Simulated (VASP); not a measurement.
A run of VASP 6.6.1 is set up as follows.

Contents of INCAR:

```
SYSTEM = MgS
PREC     = Accurate       ! precision mode
ENCUT    = 600            ! plane-wave cutoff, eV
EDIFF    = 1E-8           ! SCF threshold, eV
ISMEAR   = 0              ! smearing method
SIGMA    = 0.01           ! smearing width, eV
LREAL    = .FALSE.        ! projectors in reciprocal space
LASPH    = .TRUE.         ! aspherical terms in the spheres
NELM     = 60             ! most SCF steps
ALGO     = Normal         ! electronic algorithm
ISIF     = 3              ! what is computed and relaxed
LWAVE    = .FALSE.        ! write WAVECAR
LCHARG   = .FALSE.        ! write CHGCAR
NBANDS   = 11             ! bands
IBRION   = 6              ! ionic algorithm
NFREE    = 2            
POTIM    = 0.015          ! step
NSW      = 1              ! ionic steps
```

KPOINTS

```
regular mesh
0
G
  7 7 7
  0 0 0
```

Contents of POSCAR:

```
MgS
1.0
    0.0000000000      2.6016500000      2.6016500000
    2.6016500000      0.0000000000      2.6016500000
    2.6016500000      2.6016500000      0.0000000000
S Mg
1 1
Direct
    0.5000000000      0.5000000000      0.5000000000
    0.0000000000      0.0000000000      0.0000000000
```

Potentials or basis: VASP PAW LDA potentials, release 64 (S, Mg).

Launch:

```console
$ cat potpaw_LDA.64/S/POTCAR potpaw_LDA.64/Mg/POTCAR > POTCAR
$ mpirun -np 1 vasp_std > vasp.out
```

Problem. Predict the elastic constants C11, C12, C44.

Solution. 136, 41, 54 GPa.

Problem. Predict the Voigt bulk modulus.

Solution. 73 GPa.

Problem. What does it give for the highest phonon frequency at Γ, LO-TO splitting left out?

Solution. 222 cm⁻¹.

Phonon frequencies in cm⁻¹ (negative: imaginary):
```
              q point        frequencies
(0.000, 0.000, 0.000)  0 0 0 222 222 222
```

Caveat: the cell is under stress, which shifts elastic constants.
